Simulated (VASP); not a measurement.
The system is Co.

```
Co
1.0
     2.49371    0.00000    0.00000
    -1.24686    2.15962    0.00000
     0.00000    0.00000    4.03009
Co
2
Direct
  0.33333 0.66667 0.25000
  0.66667 0.33333 0.75000
```

Base run:

| Quantity | Value |
| --- | --- |
| Program | VASP 6.6.1 |
| Functional | PBE |
| Potentials or basis | VASP PAW PBE potentials, release 64 (Co) |
| Cutoff | 520 eV |
| k mesh | 20 × 20 × 12 |
| Occupations | gaussian, width 0.05 eV |
| Spin | collinear spin, antiferromagnetic start |
| Starting moments | [1.5, -1.5] μB |

Its results: band gap on the k mesh zero (filled and empty bands overlap); pressure -7.2 GPa.

Task: The run is repeated on the same cell with these changes: spin from collinear spin, antiferromagnetic start to no spin polarisation; further incar settings from ALGO = Normal; EDIFF = 1e-06; NBANDS = 20 to ALGO = Normal; EDIFF = 1e-07; NBANDS = 16. What comes out?

Result: Band gap on the k mesh zero (band 9 reaches 10.48 eV, above the bottom of band 10 at 9.06 eV); pressure -11.8 GPa.
